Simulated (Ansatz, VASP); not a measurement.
**Two plane-wave programs on ZnS**

Contents of INCAR:

```
SYSTEM = ZnS
  PREC = Accurate
  ENCUT = 520
  EDIFF = 1E-6
  ISMEAR = -5
  SIGMA = 0.05
  LREAL = .False.
  LASPH = .True.
  NELM = 150
  ALGO = Normal
  ISIF = 2
  LWAVE = .False.
  LCHARG = .False.
  ISPIN = 2
  MAGMOM = 0.58 0
  LORBIT = 11
  GGA = PE
  NBANDS = 20
```

The input KPOINTS:

```
Automatic mesh
0
Gamma
  9 9 9
  0 0 0
```

Contents of POSCAR:

```
ZnS
1.0
    0.0000000000      2.6838652254      2.6838652254
    2.6838652254      0.0000000000      2.6838652254
    2.6838652254      2.6838652254      0.0000000000
Zn S
1 1
Direct
    0.7500000000      0.7500000000      0.7500000000
    0.0000000000      0.0000000000      0.0000000000
```

File input.yaml:

```yaml
crystal:
  lattice:
    - [0.0, 2.6838652254, 2.6838652254]
    - [2.6838652254, 0.0, 2.6838652254]
    - [2.6838652254, 2.6838652254, 0.0]
  atoms:
    - { symbol: Zn, position: [0.75, 0.75, 0.75], spin: 0.58 }
    - { symbol: S, position: [0.0, 0.0, 0.0] }
hamiltonian:
  xc: pbe
  pseudopotentials: { kind: nc, accuracy: standard, xc_functional: pbesol }
magnetization:
  spin_polarized: true
kpoints:
  mp_grid: { grid: [9, 9, 9] }
scf:
  occupations: { method: tetrahedron }
output:
  forces: true
  stress: true
```

Alike in both runs: task single point; functional PBE; k mesh 9 × 9 × 9; occupations tetrahedron; collinear spin.

|  | VASP | Ansatz |
| --- | --- | --- |
| version | VASP 6.6.1 | Ansatz 0.2.0 |
| potentials or method | VASP PAW PBE potentials, release 64 (Zn, S) | PseudoDojo standard (PBEsol files) |
| plane-wave cutoff (eV) | 520 | 1143 |
| valence electrons in the cell | 18 | 26 |

Ansatz gave:

| Item | Value |
| --- | --- |
| gap on the k mesh at the Fermi level (eV) | 2.24 |
| least direct gap on the mesh (eV) | 2.24 |
| pressure (GPa) | 3.2 |
| net moment per atom (μB) | 0.00 |

Problem. What did VASP give for the same quantities?

Solution. gap on the k mesh at the Fermi level (eV): 2.20; least direct gap on the mesh (eV): 2.20; pressure (GPa): 3.4; net moment per atom (μB): 0.00.

The functional is the same, so the differences come from potentials, cutoffs and numerics. VASP's potentials hold 18 valence electrons a cell and Ansatz's 26, so a difference there can come from the potentials and not from the codes.

Noted on Ansatz's run: odd divisions of the mesh miss points on the zone boundary, where band edges often lie, so the gap on the mesh can be too wide.
